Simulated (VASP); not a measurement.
Wanted: the native input for a VASP 6.6.1 run.

| Item | Value |
| --- | --- |
| Task | single point |
| Functional | PBE |
| Potentials or basis | VASP PAW PBE potentials, release 64 (S) |
| Cutoff | 520 eV |
| k mesh | 47 × 47 × 47 |
| Occupations | fermi-dirac, width 0.0612256 eV |
| Spin | no spin polarisation |
| Dipole correction | no |
| Further INCAR settings | ALGO = Normal; EDIFF = 1e-06; NBANDS = 9 |

The structure of S lies in POSCAR:

```
S
1.0
    0.0000000000      2.0083265446      2.0083265446
    2.0083265446      0.0000000000      2.0083265446
    2.0083265446      2.0083265446      0.0000000000
S
1
Direct
    0.0000000000      0.0000000000      0.0000000000
```

This isn't the form of S at room conditions, which is orthorhombic, of S8 rings.

The input as run:

INCAR

```
SYSTEM = S
  PREC = Accurate
  ENCUT = 520
  EDIFF = 1E-6
  ISMEAR = -1
  SIGMA = 0.06122561905347299
  LREAL = .FALSE.
  LASPH = .TRUE.
  NELM = 60
  ALGO = Normal
  ISIF = 2
  LWAVE = .FALSE.
  LCHARG = .TRUE.
  GGA = PE
  LELF = .TRUE.
  LVHAR = .TRUE.
  NBANDS = 9
```

KPOINTS

```
Automatic mesh
0
G
  47 47 47
  0 0 0
```

Potentials or basis: VASP PAW PBE potentials, release 64 (S).

The run is started by

```sh
$ cat potpaw_PBE.64/S/POTCAR > POTCAR
$ mpirun -np 1 vasp_std > vasp.out
```

Results of the run:

```yaml
Pressure: -1.7 GPa
Band_gap_on_the_k_mesh: zero (bands 3 and 4 overlap by 5.47 eV)
```

Run time: 2.2 min on 1 thread of AMD EPYC 9R45 96-Core Processor (Zen 5) (shared host), peak memory 0.38 GiB.
